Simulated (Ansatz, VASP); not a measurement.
**NaHF2: VASP beside Ansatz**

INCAR

```
SYSTEM = NaHF2
PREC = Accurate ; ENCUT = 520
EDIFF = 1E-8 ; ISMEAR = -1
SIGMA = 0.02 ; LREAL = .FALSE.
LASPH = .TRUE. ; NELM = 60
ALGO = Normal ; ISIF = 2
LWAVE = .FALSE. ; LCHARG = .FALSE.
LEFG = .TRUE. ; NBANDS = 19
```

Contents of KPOINTS:

```
regular mesh
0
G
  10 10 10
  0 0 0
```

Contents of POSCAR:

```
NaHF2
1.0
    1.7341876022      1.0012336790      4.6542823426
   -1.7341876022      1.0012336790      4.6542823426
    0.0000000000     -2.0024673580      4.6542823426
Na H F
1 1 2
Direct
    0.0000000000      0.0000000000      0.0000000000
    0.5000000000      0.5000000000      0.5000000000
    0.4100000000      0.4100000000      0.4100000000
    0.5900000000      0.5900000000      0.5900000000
```

Input for Ansatz:

```yaml
crystal:
  lattice:
    - [1.7341876022, 1.001233679, 4.6542823426]
    - [-1.7341876022, 1.001233679, 4.6542823426]
    - [0.0, -2.002467358, 4.6542823426]
  atoms:
    - { symbol: Na, position: [0.0, 0.0, 0.0] }
    - { symbol: H, position: [0.5, 0.5, 0.5] }
    - { symbol: F, position: [0.41, 0.41, 0.41] }
    - { symbol: F, position: [0.59, 0.59, 0.59] }
kpoints:
  mp_grid: { grid: [10, 10, 10] }
scf:
  occupations: { method: fermi_dirac, width: 0.02 }
hamiltonian:
  xc: lda
  pseudopotentials: { kind: all_electron, datasets: crystal }
output:
  forces: true
  stress: true
  eigenvalues: true
  efg: { contact_densities: true }
```

Change from the starting cell: volume scaled by 1.01, crystal datasets.

Alike in both runs: task electric field gradients; functional LDA; k mesh 10 × 10 × 10; occupations fermi-dirac, width 0.02 eV; no spin polarisation.

|  | VASP | Ansatz |
| --- | --- | --- |
| version | VASP 6.6.1 | Ansatz 0.2.0 |
| potentials or method | VASP PAW LDA potentials, release 64 (Na_pv, H, F), cutoff 520 eV | all-electron PAW with datasets made for the crystal, scalar-relativistic |

Ansatz gave:

```
gap on the k mesh at the Fermi level (eV)                     : 6.31
pressure (GPa)                                                : -7.3
traceless stress, the component that is largest in VASP (GPa) : -11.36
rms of the force components (eV/Å)                            : 0.896
size of Vzz on the site where it differs most (V/Å²)          : 116.1
```

Question: Estimate VASP's values.

Answer: gap on the k mesh at the Fermi level (eV): 6.29; pressure (GPa): -7.4; traceless stress, the component that is largest in VASP (GPa): -11.00; rms of the force components (eV/Å): 0.877; size of Vzz on the site where it differs most (V/Å²): 118.9.

LDA's correlation is that of Perdew and Zunger in VASP and of Perdew and Wang (1992) in Ansatz. Atom by atom the forces differ by 0.019 eV/Å (rms over components). Ansatz ran all-electron here, and VASP with PAW potentials.
